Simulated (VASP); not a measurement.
Wanted: the native input for a VASP 6.6.1 run.

| Item | Value |
| --- | --- |
| Task | single point |
| Functional | LDA |
| Potentials or basis | VASP PAW LDA potentials, release 64 (K_sv, Ag) |
| Cutoff | 520 eV |
| k mesh | 3 × 3 × 3 |
| Occupations | fermi-dirac, width 0.1 eV |
| Spin | no spin polarisation |
| Dipole correction | no |
| Further INCAR settings | ALGO = Normal; EDIFF = 1e-07; NBANDS = 27 |

The structure of K3Ag lies in POSCAR:

```
K3Ag
1.0
    5.8050300000      0.0125000000      0.0535200000
    0.0125000000      5.7694100000      0.0551300000
    0.0535200000      0.0551300000      5.7872100000
K Ag
3 1
Direct
    0.5016300000      0.0004500000      0.9994000000
    0.9911244035      0.5052371614      0.9954817966
    0.9970100000      0.9971300000      0.5015300000
    0.4999400000      0.4975900000      0.4984600000
```

The input as run:

INCAR

```
SYSTEM = K3Ag
  PREC = Accurate
  ENCUT = 520
  EDIFF = 1E-7
  ISMEAR = -1
  SIGMA = 0.1
  LREAL = .FALSE.
  LASPH = .TRUE.
  NELM = 60
  ALGO = Normal
  ISIF = 2
  LWAVE = .FALSE.
  LCHARG = .FALSE.
  NBANDS = 27
```

KPOINTS

```
regular mesh
0
G
  3 3 3
  0 0 0
```

Potentials or basis: VASP PAW LDA potentials, release 64 (K_sv, Ag).

Command:

```console
$ cat potpaw_LDA.64/K_sv/POTCAR potpaw_LDA.64/Ag/POTCAR > POTCAR
$ mpirun -np 1 vasp_std > vasp.out
```

It gave:

```yaml
Pressure: -1.0 GPa
Largest_force: 0.054 eV/Å
Band_gap_on_the_k_mesh: zero (band 19 reaches 0.70 eV, above the bottom of band 20 at 0.66 eV)
```

Caveat: the k points lie up to 0.36 Å⁻¹ apart.

Run time: 48 s on 1 thread of AMD EPYC 9R14 (Zen 4) (shared host), peak memory 0.25 GiB.
